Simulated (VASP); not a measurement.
# AlGa3N4 (Cm) in VASP: notebook

The runs below take AlGa3N4 through single point, with PBEsol.

Program: VASP 6.6.1. These are calculated values, not measurements. Logs are shortened: lines on timing, memory, paths and dates and some standing lists are left out, and cuts for length are marked.

### Step 1. The cell of the first run

It takes space group Cm (No. 8, monoclinic). Conventional cell: a = 6.318 Å, b = 6.318 Å, c = 4.468 Å, α = 90.00°, β = 90.00°, γ = 90.00°. Within 2.3 Å of Al (site symmetry m) lie 4 N at 1.72 to 1.90 Å. Ga (site symmetry 1) has 4 N at 1.95 to 1.96 Å within 2.6 Å. Within 2.6 Å of Ga (site symmetry m) lie 4 N at 1.95 to 2.14 Å. Within 2.3 Å of N (site symmetry m) lie 1 Al at 1.72 Å and 3 Ga at 1.96 to 2.14 Å. Within 2.5 Å of N (site symmetry m) lie 1 Al at 1.90 Å and 3 Ga at 1.95 Å. Within 2.5 Å of N (site symmetry 1) lie 1 Al at 1.90 Å and 3 Ga at 1.95 Å.

### Step 2. Single point, PBEsol (atom 5 (N) moved +0.225 Å towards its neighbour atom 6 (N) at 3.096 Å)

Contents of INCAR:

```
SYSTEM = AlGa3N4
PREC     = Accurate       ! precision mode
ENCUT    = 520            ! plane-wave cutoff, eV
EDIFF    = 1E-6           ! SCF threshold, eV
ISMEAR   = 0              ! smearing method
SIGMA    = 0.05           ! smearing width, eV
LREAL    = .FALSE.        ! projectors in reciprocal space
LASPH    = .TRUE.         ! aspherical terms in the spheres
NELM     = 100            ! most SCF steps
ALGO     = Normal         ! electronic algorithm
ISIF     = 2              ! what is computed and relaxed
LWAVE    = .FALSE.        ! write WAVECAR
LCHARG   = .FALSE.        ! write CHGCAR
GGA      = PS             ! functional
NBANDS   = 41             ! bands
```

Contents of KPOINTS:

```
regular mesh
0
G
  6 6 6
  0 0 0
```

Contents of POSCAR:

```
AlGa3N4
1.0
    4.4676279261      0.0000000000      0.0000000000
    0.0000000000      4.4676279261      0.0000000000
    0.0000000000      0.0000000000      4.4676279261
Al Ga N
1 3 4
Direct
    0.0000000000      0.0000000000      0.0000000000
    0.5000000000      0.5000000000      0.0000000000
    0.5000000000      0.0000000000      0.5000000000
    0.0000000000      0.5000000000      0.5000000000
    0.7550309220      0.7906424430      0.2093575570
    0.7550309220      0.2449690780      0.7550309220
    0.2449690780      0.7550309220      0.7550309220
    0.2449690780      0.2449690780      0.2449690780
```

Potentials or basis: VASP PAW PBE potentials, release 64 (Al, Ga_d, N).

Started as:

```
$ cat potpaw_PBE.64/Al/POTCAR potpaw_PBE.64/Ga_d/POTCAR potpaw_PBE.64/N/POTCAR > POTCAR
$ mpirun -np 1 vasp_std > vasp.out
```

OUTCAR:

```text
SYSTEM = AlGa3N4
   PREC = Accurate
   ENCUT = 520
   EDIFF = 1E-6
   ISMEAR = 0
   LREAL = .FALSE.
   LASPH = .TRUE.
   NELM = 100
   ISIF = 2
   GGA = PS

 ion  position               nearest neighbor table
   1  0.000  0.000  0.000-   5 1.72   6 1.90   7 1.90   8 1.90
   2  0.500  0.500  0.000-   6 1.95   7 1.95   8 1.95   5 1.96
   3  0.500  0.000  0.500-   6 1.95   7 1.95   8 1.95   5 1.96
   4  0.000  0.500  0.500-   6 1.95   7 1.95   8 1.95   5 2.14
   5  0.755  0.791  0.209-   1 1.72   2 1.96   3 1.96   4 2.14
   6  0.755  0.245  0.755-   1 1.90   2 1.95   3 1.95   4 1.95
   7  0.245  0.755  0.755-   1 1.90   2 1.95   3 1.95   4 1.95
   8  0.245  0.245  0.245-   1 1.90   2 1.95   3 1.95   4 1.95

  LATTYP: Found a simple cubic cell.
 ALAT       =     4.4676279261

  Lattice vectors:

 A1 = (   4.4676279261,   0.0000000000,   0.0000000000)
 A2 = (   0.0000000000,   4.4676279261,   0.0000000000)
 A3 = (   0.0000000000,   0.0000000000,   4.4676279261)

Analysis of symmetry for initial positions (statically):
=====================================================================
 Subroutine PRICEL returns:
 Original cell was already a primitive cell.

 Routine SETGRP: Setting up the symmetry group for a
 simple cubic supercell.

 Subroutine GETGRP returns: Found  2 space group operations
 (whereof  2 operations were pure point group operations)
 out of a pool of 48 trial point group operations.

The static configuration has the point symmetry C_1h.

Analysis of symmetry for dynamics (positions and initial velocities):
=====================================================================
 Subroutine PRICEL returns:
 Original cell was already a primitive cell.

 Routine SETGRP: Setting up the symmetry group for a
 simple cubic supercell.

 Subroutine GETGRP returns: Found  2 space group operations
 (whereof  2 operations were pure point group operations)
 out of a pool of 48 trial point group operations.

The dynamic configuration has the point symmetry C_1h.

 Subroutine INISYM returns: Found  2 space group operations
 (whereof  2 operations are pure point group operations),
 and found     1 'primitive' translations

----------------------------------------------------------------------------------------

                                     Primitive cell

  volume of cell :      89.1725

  direct lattice vectors                    reciprocal lattice vectors
     4.467627926  0.000000000  0.000000000     0.223832427  0.000000000  0.000000000
[... 106 lines left out ...]
   POTIM  = 0.5000    time-step for ionic-motion
   TEBEG  =    0.0;   TEEND  =   0.0 temperature during run
   PSTRESS=    0.0 pullay stress
   NELECT =      62.0000    total number of electrons
   NUPDOWN=      -1.0000    fix difference up-down
   EMIN   =  10.00;   EMAX   =-10.00  energy-range for DOS
   EFERMI =   0.00;   METHOD = LEGACY
   ISMEAR =     0;   SIGMA  =   0.05  broadening in eV -4-tet -1-fermi 0-gaus
   EFERMI_NEDOS =   21; number of points for ismear=-14 and -15
   IALGO  =     38    algorithm
   IMIX   =      4    mixing-type and parameters
     AMIX     =   0.40;   BMIX     =  1.00
     AMIX_MAG =   1.60;   BMIX_MAG =  1.00
  volume/ion in A,a.u.               =      11.15        75.22
  Fermi-wavevector in a.u.,A,eV,Ry     =   1.450313  2.740694 28.618599  2.103408
  Thomas-Fermi vector in A             =   2.567939
   LORBIT       =      0    0 simple, 1 ext, 2 COOP (PROOUT), +10 PAW based schemes
   GGA     = PS    functional components
   LHFCALC =     F    Hartree Fock is set to
   AEXX    =    0.0000 exact exchange contribution
   IVDW    =     0    specifies the selected vdW correction
   LEPSILON=     F    determine dielectric tensor
   LRPA    =     F    only Hartree local field effects (RPA)
 non-spin polarized calculation
 Gauss-broadening in eV      SIGMA  =   0.05
  energy-cutoff  :      520.00
  volume of cell :       89.17
 maximum number of plane-waves:      2469
 NGX is ok and might be reduce to    36
   NGX = 17   NGY = 17   NGZ = 17

 number of electron      61.9999965 magnetization

 Free energy of the ion-electron system (eV)
  ---------------------------------------------------
  ext. energy  EPLUGINS =         0.00000000
  ---------------------------------------------------
  free energy    TOTEN  =       -54.47961509 eV

  energy without entropy =      -54.47961509  energy(sigma->0) =      -54.47961509

 E-fermi :   5.5802     XC(G=0): -11.7449

 val. band max:        5.3376461475   @ k =   0.0000   0.0000   0.0000
 cond. band min:       7.5362872134   @ k =   0.0000   0.0000   0.0000
 fundamental gap:      2.1986410659
 Fermi energy:         5.5801593834

 k-point     1 :       0.0000    0.0000    0.0000
  band No.  band energies     occupation
      1     -10.3852      2.00000
      2      -9.1337      2.00000
      3      -9.1275      2.00000
      4      -8.9453      2.00000
      5      -7.8921      2.00000
      6      -7.8729      2.00000
[... 1045 lines left out ...]
     40      14.9863      0.00000
     41      15.1530      0.00000

 [... further k-points ...]

------------------------ aborting loop because EDIFF is reached ----------------------------------------

  FORCE on cell =-STRESS in cart. coord.  units (eV):
  Direction    XX          YY          ZZ          XY          YZ          ZX
  --------------------------------------------------------------------------------------
  -------------------------------------------------------------------------------------
  Total        1.4626368      0.5186180      0.5186180      1.7211871     -1.1652724     -1.7211876
  in kB       26.2794392      9.3180955      9.3180955     30.9248555    -20.9366433    -30.9248641
  external PRESSURE =      14.9718768 kB  Pullay stress =       0.0000000 kB

 VOLUME and BASIS-vectors are now :
 -----------------------------------------------------------------------------
  energy-cutoff  :      520.00
  volume of cell :       89.17
      direct lattice vectors                 reciprocal lattice vectors
     4.467627926  0.000000000  0.000000000     0.223832427  0.000000000  0.000000000
     0.000000000  4.467627926  0.000000000     0.000000000  0.223832427  0.000000000
     0.000000000  0.000000000  4.467627926     0.000000000  0.000000000  0.223832427

 POSITION                                       TOTAL-FORCE (eV/Angst)
 -----------------------------------------------------------------------------------
      0.00000      0.00000      0.00000         1.688689      1.612387     -1.612387
      2.23381      2.23381      0.00000         0.120468      0.200623     -0.066034
      2.23381      0.00000      2.23381         0.120468      0.066034     -0.200623
      0.00000      2.23381      2.23381        -0.257612      0.471103     -0.471103
      3.37320      3.53230      0.93533        -1.704623     -3.175712      3.175712
      3.37320      1.09443      3.37320         0.004161      0.451949     -0.451949
      1.09443      3.37320      3.37320         0.014225     -0.049146     -0.422761
      1.09443      1.09443      1.09443         0.014225      0.422761      0.049146
 -----------------------------------------------------------------------------------
    total drift:                               -0.000048      0.000090     -0.000090

  FREE ENERGIE OF THE ION-ELECTRON SYSTEM (eV)
  ---------------------------------------------------
  free  energy   TOTEN  =       -54.4796150931 eV

  energy  without entropy=      -54.4796150931  energy(sigma->0) =      -54.47961509
```

OSZICAR:

```text
N       E                     dE             d eps       ncg     rms          rms(c)
DAV:   1     0.629151078212E+03    0.62915E+03   -0.27930E+04  6307   0.254E+03
DAV:   2     0.539296052856E+02   -0.57522E+03   -0.53521E+03  5912   0.637E+02
DAV:   3    -0.546825940470E+02   -0.10861E+03   -0.10520E+03  6302   0.195E+02
DAV:   4    -0.624743771760E+02   -0.77918E+01   -0.77227E+01  7629   0.552E+01
DAV:   5    -0.626697648046E+02   -0.19539E+00   -0.19518E+00  6950   0.871E+00    0.154E+01
DAV:   6    -0.543540296786E+02    0.83157E+01   -0.23756E+01 10296   0.606E+01    0.467E+00
DAV:   7    -0.545744379950E+02   -0.22041E+00   -0.39715E+00  6604   0.119E+01    0.393E+00
DAV:   8    -0.545065258376E+02    0.67912E-01   -0.49354E-01  8020   0.103E+01    0.991E-01
DAV:   9    -0.544792937053E+02    0.27232E-01   -0.12472E-01  8984   0.596E+00    0.502E-01
DAV:  10    -0.544796140708E+02   -0.32037E-03   -0.18476E-02  6673   0.102E+00    0.239E-01
DAV:  11    -0.544795401698E+02    0.73901E-04   -0.23797E-03  8792   0.934E-01    0.440E-02
DAV:  12    -0.544796048996E+02   -0.64730E-04   -0.57489E-04  7784   0.351E-01    0.179E-02
DAV:  13    -0.544796135839E+02   -0.86843E-05   -0.91557E-05  7224   0.927E-02    0.114E-02
DAV:  14    -0.544796151224E+02   -0.15385E-05   -0.96019E-06  7768   0.762E-02    0.512E-03
DAV:  15    -0.544796150931E+02    0.29254E-07   -0.28330E-06  5799   0.264E-02
   1 F= -.54479615E+02 E0= -.54479615E+02  d E =-.794530E-14
```

stdout:

```text
POSCAR found type information on POSCAR AlGaN
 POSCAR found :  3 types and       8 ions
 scaLAPACK will be used
 -----------------------------------------------------------------------------
|                                                                             |
|                                                                             |
|     You enforced a specific xc type in the INCAR file but a different       |
|     I HOPE YOU KNOW WHAT YOU ARE DOING!                                     |
|                                                                             |
 -----------------------------------------------------------------------------

 LDA part: xc-table for (Slater+PW92), standard interpolation
 POSCAR, INCAR and KPOINTS ok, starting setup
 FFT: planning ... GRIDC
 FFT: planning ... GRID_SOFT
 FFT: planning ... GRID
 WAVECAR not read
 entering main loop
```

Wall time 2.1 min (1 thread of AMD EPYC 9R45 (Zen 5), shared host); peak memory 0.3 GiB.

Results:

```
Free energy            : -54.4796 eV
Pressure               : 1.5 GPa
Largest force          : 4.804 eV/Å
Band gap on the k mesh : 2.20 eV
```

Forces on the atoms (eV/Å):
```
Al   1.689  1.612 -1.612
Ga   0.120  0.201 -0.066
Ga   0.120  0.066 -0.201
Ga  -0.258  0.471 -0.471
N   -1.705 -3.176  3.176
N    0.004  0.452 -0.452
N    0.014 -0.049 -0.423
N    0.014  0.423  0.049
```

Stress tensor (GPa, compression positive):
```
 2.63  3.09 -3.09
 3.09  0.93 -2.09
-3.09 -2.09  0.93
```

Caveat: the cell differs from its parent crystal (atom 5 (N) moved +0.225 Å towards its neighbour atom 6 (N) at 3.096 Å); the PAW data sets were made with another functional, which shifts forces and pressure a little.

### Step 3. Single point, PBEsol (atom 5 (N) moved -0.150 Å towards its neighbour atom 6 (N) at 3.096 Å)

Contents of INCAR:

```
SYSTEM = AlGa3N4
PREC = Accurate
ENCUT = 520
EDIFF = 1E-7
ISMEAR = 0
SIGMA = 0.05
LREAL = .False.
LASPH = .True.
NELM = 60
ALGO = Normal
ISIF = 2
LWAVE = .False.
LCHARG = .False.
GGA = PS
NBANDS = 41
```

Contents of KPOINTS:

```
regular mesh
0
Gamma
  6 6 6
  0 0 0
```

Edit POSCAR of step 2 so:

```diff
@@ -12,3 +12,3 @@
     0.0000000000      0.5000000000      0.5000000000
-    0.7550309220      0.7906424430      0.2093575570
+    0.7550309220      0.7312899080      0.2687100920
     0.7550309220      0.2449690780      0.7550309220
```

Potentials or basis: VASP PAW PBE potentials, release 64 (Al, Ga_d, N).

Started as:

```
$ cat potpaw_PBE.64/Al/POTCAR potpaw_PBE.64/Ga_d/POTCAR potpaw_PBE.64/N/POTCAR > POTCAR
$ mpirun -np 1 vasp_std > vasp.out
```

Run time: 2.4 min. Hardware: 1 thread of AMD EPYC 9R45 (Zen 5), shared host; peak memory 0.3 GiB.

It converged, with:

```
Free energy            : -54.7584 eV
Pressure               : 0.6 GPa
Largest force          : 2.888 eV/Å
Band gap on the k mesh : 2.22 eV
```

Forces in eV/Å, atoms in the order of the input:
```
Al  -0.284 -0.447  0.447
Ga   0.015 -0.079  0.092
Ga   0.015 -0.092  0.079
Ga   0.790 -0.840  0.840
N   -0.539  2.006 -2.006
N   -0.015 -0.290  0.290
N    0.009  0.023  0.280
N    0.009 -0.280 -0.023
```

Stress tensor (GPa, compression positive):
```
 0.78 -1.82  1.82
-1.82  0.50 -0.59
 1.82 -0.59  0.50
```

Levels at points of the mesh, in eV from the valence-band top:
```
           k point  band 27  band 28  band 29  band 30  band 31  band 32  band 33  band 34  band 35  band 36
(0.00, 0.00, 0.00)    -2.56    -2.45    -0.13    -0.01     0.00     2.22     3.18     3.22     3.27     6.38
(0.50, 0.00, 0.00)    -2.91    -1.56    -1.52    -1.30    -1.29     4.78     4.83     6.00     6.06     7.49
(0.00, 0.50, 0.00)    -2.95    -1.63    -1.55    -1.29    -1.19     4.79     4.81     6.02     6.03     7.61
(0.50, 0.50, 0.00)    -2.98    -1.07    -1.04    -0.90    -0.78     6.52     6.64     6.99     7.16     7.43
(0.00, 0.50, 0.50)    -2.96    -1.06    -0.98    -0.95    -0.79     6.70     6.71     6.78     6.87     7.57
(0.50, 0.50, 0.50)    -0.88    -0.82    -0.78    -0.77    -0.68     4.81     4.84     4.96     6.16     8.68
```

Caveat: the cell differs from its parent crystal (atom 5 (N) moved -0.150 Å towards its neighbour atom 6 (N) at 3.096 Å); the PAW data sets were made with another functional, which shifts forces and pressure a little.
